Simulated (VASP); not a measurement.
# Sc (P6_3/mmc) in VASP: further runs

Sc is run at these levels: r2SCAN, PBE; tasks: single point.

Everything below comes from runs of VASP 6.6.1. Logs are shortened: lines on timing, memory, paths and dates and some standing lists are left out, and cuts for length are marked.

### 1 The cell of the first run

The structure is hexagonal, space group P6_3/mmc (No. 194). The conventional cell has a = 3.374 Å, b = 3.374 Å, c = 5.377 Å, α = 90.00°, β = 90.00°, γ = 120.00°. Sc (site symmetry -6m2) has 12 Sc at 3.32 to 3.37 Å within 4.4 Å.

### 2 Single point, r2SCAN

Contents of POSCAR:

```
Sc
1.0
    3.3738988294      0.0000000000      0.0000000000
   -1.6869494147      2.9218820960      0.0000000000
    0.0000000000      0.0000000000      5.3767242965
Sc
2
Direct
    0.6666666667      0.3333333333      0.7500000000
    0.3333333333      0.6666666667      0.2500000000
```

Contents of INCAR.step1:

```
SYSTEM = Sc
ALGO = Normal
EDIFF = 1E-4
ENCUT = 520
GGA = PE
ISMEAR = -1
LASPH = .TRUE.
LCHARG = .FALSE.
LREAL = .FALSE.
LWAVE = .TRUE.
NBANDS = 18
NELM = 80
PREC = Accurate
SIGMA = 0.05
```

Contents of INCAR.step2:

```
SYSTEM = Sc
ALGO = Normal
EDIFF = 1E-6
ENCUT = 520
ISIF = 2
ISMEAR = -1
ISTART = 1
LASPH = .TRUE.
LCHARG = .FALSE.
LMIXTAU = .TRUE.
LREAL = .FALSE.
LWAVE = .FALSE.
METAGGA = R2SCAN
NBANDS = 18
NELM = 80
PREC = Accurate
SIGMA = 0.05
```

Contents of KPOINTS:

```
k-points
0
G
  9 9 5
  0 0 0
```

Potentials or basis: VASP PAW PBE potentials, release 64 (Sc_sv).

Launch:

```
$ cat potpaw_PBE.64/Sc_sv/POTCAR > POTCAR
$ cp INCAR.step1 INCAR
$ mpirun -np 1 vasp_std > vasp.out
$ cp INCAR.step2 INCAR
$ mpirun -np 1 vasp_std > vasp.out
```

OUTCAR:

```text
SYSTEM = Sc
   EDIFF = 1E-6
   ENCUT = 520
   ISIF = 2
   ISMEAR = -1
   ISTART = 1
   LASPH = .TRUE.
   LREAL = .FALSE.
   METAGGA = R2SCAN
   NELM = 80
   PREC = Accurate

 ion  position               nearest neighbor table
   1  0.667  0.333  0.750-   2 3.32   2 3.32   2 3.32   2 3.32   2 3.32   2 3.32
   2  0.333  0.667  0.250-   1 3.32   1 3.32   1 3.32   1 3.32   1 3.32   1 3.32

  LATTYP: Found a hexagonal cell.
 ALAT       =     3.3738988294
 C/A-ratio  =     1.5936234512

  Lattice vectors:

 A1 = (   3.3738988294,   0.0000000000,   0.0000000000)
 A2 = (  -1.6869494147,   2.9218820960,   0.0000000000)
 A3 = (   0.0000000000,   0.0000000000,   5.3767242965)

Analysis of symmetry for initial positions (statically):
=====================================================================
 Subroutine PRICEL returns:
 Original cell was already a primitive cell.

 Routine SETGRP: Setting up the symmetry group for a
 hexagonal supercell.

 Subroutine GETGRP returns: Found 24 space group operations
 (whereof 12 operations were pure point group operations)
 out of a pool of 24 trial point group operations.

The static configuration has the point symmetry D_3d.
 The point group associated with its full space group is D_6h.

Analysis of symmetry for dynamics (positions and initial velocities):
=====================================================================
 Subroutine PRICEL returns:
 Original cell was already a primitive cell.

 Routine SETGRP: Setting up the symmetry group for a
 hexagonal supercell.

 Subroutine GETGRP returns: Found 24 space group operations
 (whereof 12 operations were pure point group operations)
 out of a pool of 24 trial point group operations.

The dynamic configuration has the point symmetry D_3d.
 The point group associated with its full space group is D_6h.

 Subroutine INISYM returns: Found 24 space group operations
 (whereof 12 operations are pure point group operations),
 and found     1 'primitive' translations

----------------------------------------------------------------------------------------

                                     Primitive cell

  volume of cell :      53.0045

  direct lattice vectors                    reciprocal lattice vectors
     3.373898829  0.000000000  0.000000000     0.296393001  0.171122579  0.000000000
    -1.686949415  2.921882096  0.000000000     0.000000000  0.342245158  0.000000000
     0.000000000  0.000000000  5.376724296     0.000000000  0.000000000  0.185986847

[... 82 lines left out ...]
   NELM   =     80;   NELMIN=  2; NELMDL=  0     # of ELM steps
   EDIFF  = 0.1E-05   stopping-criterion for ELM
   LREAL  =      F    real-space projection
   EDIFFG = 0.1E-04   stopping-criterion for IOM
   NSW    =      0    number of steps for IOM
   IBRION =     -1    ionic relax: 0-MD 1-quasi-New 2-CG
   NFREE  =      0    steps in history (QN), initial steepest desc. (CG)
   ISIF   =      2    stress and relaxation
   ISYM   =      2    0-nonsym 1-usesym 2-fastsym
   POTIM  = 0.5000    time-step for ionic-motion
   TEBEG  =    0.0;   TEEND  =   0.0 temperature during run
   PSTRESS=    0.0 pullay stress
   NELECT =      22.0000    total number of electrons
   NUPDOWN=      -1.0000    fix difference up-down
   EMIN   =  10.00;   EMAX   =-10.00  energy-range for DOS
   EFERMI =   0.00;   METHOD = LEGACY
   ISMEAR =    -1;   SIGMA  =   0.05  broadening in eV -4-tet -1-fermi 0-gaus
   EFERMI_NEDOS =   21; number of points for ismear=-14 and -15
   IALGO  =     38    algorithm
   IMIX   =      4    mixing-type and parameters
     AMIX     =   0.40;   BMIX     =  1.00
     AMIX_MAG =   1.60;   BMIX_MAG =  1.00
  volume/ion in A,a.u.               =      26.50       178.85
  Fermi-wavevector in a.u.,A,eV,Ry     =   1.221176  2.307688 20.289968  1.491271
  Thomas-Fermi vector in A             =   2.356367
   LORBIT       =      0    0 simple, 1 ext, 2 COOP (PROOUT), +10 PAW based schemes
   METAGGA = R2SCAN    functional components
   LHFCALC =     F    Hartree Fock is set to
   AEXX    =    0.0000 exact exchange contribution
   IVDW    =     0    specifies the selected vdW correction
   LEPSILON=     F    determine dielectric tensor
   LRPA    =     F    only Hartree local field effects (RPA)
 non-spin polarized calculation
  energy-cutoff  :      520.00
  volume of cell :       53.00
 maximum number of plane-waves:      1442
 NGX is ok and might be reduce to    28
   NGX = 13   NGY = 13   NGZ = 19

 number of electron      22.0000005 magnetization

 Free energy of the ion-electron system (eV)
  ---------------------------------------------------
  ext. energy  EPLUGINS =         0.00000000
  ---------------------------------------------------
  free energy    TOTEN  =       -22.69971435 eV

  energy without entropy =      -22.66434335  energy(sigma->0) =      -22.68202885

 E-fermi :   3.2958     XC(G=0): -10.2990

 val. band max:        3.2476941399   @ k =   0.2222   0.0000   0.2000
 cond. band min:       3.3024494849   @ k =   0.4444   0.1111   0.4000
 fundamental gap:      0.0547553450
 Fermi energy:         3.2958477388

 k-point     1 :       0.0000    0.0000    0.0000
  band No.  band energies     occupation
      1     -48.4293      2.00000
      2     -48.3796      2.00000
      3     -26.2243      2.00000
      4     -25.9474      2.00000
      5     -25.9474      2.00000
      6     -25.8994      2.00000
[... 481 lines left out ...]
      5     -26.1165      2.00000
      6     -26.0351      2.00000
[... 10 lines left out ...]
     17       6.9062      0.00000
     18       6.9062      0.00000

 [... further k-points ...]

------------------------ aborting loop because EDIFF is reached ----------------------------------------

  FORCE on cell =-STRESS in cart. coord.  units (eV):
  Direction    XX          YY          ZZ          XY          YZ          ZX
  --------------------------------------------------------------------------------------
  -------------------------------------------------------------------------------------
  Total       -0.8076525     -0.8076525     -1.2016772      0.0000000     -0.0000000      0.0000000
  in kB      -24.4130834    -24.4130834    -36.3233512      0.0000000     -0.0000000      0.0000000
  external PRESSURE =     -28.3831726 kB  Pullay stress =       0.0000000 kB

 VOLUME and BASIS-vectors are now :
 -----------------------------------------------------------------------------
  energy-cutoff  :      520.00
  volume of cell :       53.00
      direct lattice vectors                 reciprocal lattice vectors
     3.373898829  0.000000000  0.000000000     0.296393001  0.171122579  0.000000000
    -1.686949415  2.921882096  0.000000000     0.000000000  0.342245158  0.000000000
     0.000000000  0.000000000  5.376724296     0.000000000  0.000000000  0.185986847

 POSITION                                       TOTAL-FORCE (eV/Angst)
 -----------------------------------------------------------------------------------
      1.68695      0.97396      4.03254        -0.000000     -0.000000      0.000000
     -0.00000      1.94792      1.34418         0.000000      0.000000      0.000000
 -----------------------------------------------------------------------------------
    total drift:                               -0.000000      0.000000     -0.000000

  FREE ENERGIE OF THE ION-ELECTRON SYSTEM (eV)
  ---------------------------------------------------
  free  energy   TOTEN  =       -22.6997143495 eV

  energy  without entropy=      -22.6643433475  energy(sigma->0) =      -22.68202885
```

OUTCAR.step1:

```text
SYSTEM = Sc
   EDIFF = 1E-4
   ENCUT = 520
   GGA = PE
   ISMEAR = -1
   LASPH = .TRUE.
   LREAL = .FALSE.
[... 727 lines left out ...]
      1.68695      0.97396      4.03254         0.000000      0.000000      0.000000
     -0.00000      1.94792      1.34418        -0.000000     -0.000000      0.000000
 -----------------------------------------------------------------------------------
    total drift:                               -0.000000      0.000000     -0.000000

  FREE ENERGIE OF THE ION-ELECTRON SYSTEM (eV)
  ---------------------------------------------------
  free  energy   TOTEN  =       -12.4723466630 eV

  energy  without entropy=      -12.4345880574  energy(sigma->0) =      -12.45346736
```

It took 62 s on 1 thread of Intel Xeon 6975P-C (Granite Rapids), shared host; peak memory 0.19 GiB.

Results:

* Free energy: -22.6997 eV
* Pressure: -2.8 GPa
* Band gap on the k mesh: zero (bands 11 and 12 overlap by 1.11 eV)

Levels at points of the mesh, in eV from the Fermi level:
```
           k point  band 7  band 8  band 9  band 10  band 11  band 12  band 13  band 14  band 15  band 16
(0.00, 0.00, 0.00)  -29.20  -29.18   -5.35    -1.64     0.16     1.73     1.73     1.85     2.14     2.14
```

Caveat: the PAW data sets were made with another functional, which shifts forces and pressure a little.

### 3 Single point, PBE (23.50 Å³/atom)

This run uses another cell than the first one, of 23.50 Å³/atom.

Contents of INCAR:

```
PREC = Accurate ; ENCUT = 520
EDIFF = 1E-6 ; ISMEAR = -1
SIGMA = 0.05 ; LREAL = False
LASPH = True ; NELM = 60
ALGO = Fast ; ISIF = 2
LWAVE = False ; LCHARG = False
GGA = PE ; NBANDS = 18
```

Contents of KPOINTS:

```
regular mesh
0
Gamma
  9 9 5
```

Contents of POSCAR:

```
Sc
1.0
    3.2414504337      0.0000000000      0.0000000000
   -1.6207252169      2.8071784207      0.0000000000
    0.0000000000      0.0000000000      5.1656514271
Sc
2
Direct
    0.6666666667      0.3333333333      0.7500000000
    0.3333333333      0.6666666667      0.2500000000
```

Potentials or basis: VASP PAW PBE potentials, release 64 (Sc_sv).

Launch:

```
$ cat potpaw_PBE.64/Sc_sv/POTCAR > POTCAR
$ mpirun -np 1 vasp_std > vasp.out
```

Run time: 40 s. Hardware: 1 thread of Intel Xeon 8259CL, shared host; peak memory 0.17 GiB.

It converged, with:

```
Free energy            : -12.4889 eV
Pressure               : 3.0 GPa
Band gap on the k mesh : zero (bands 11 and 12 overlap by 1.24 eV)
```

Stress tensor (GPa, compression positive):
```
3.56 0.00 0.00
0.00 3.56 0.00
0.00 0.00 1.73
```

Levels at points of the mesh, in eV from the Fermi level:
```csv
k point,band 7,band 8,band 9,band 10,band 11,band 12,band 13,band 14,band 15,band 16
"(0.00, 0.00, 0.00)",-27.69,-27.67,-5.22,-1.74,0.55,1.67,1.67,1.79,2.12,2.12
```
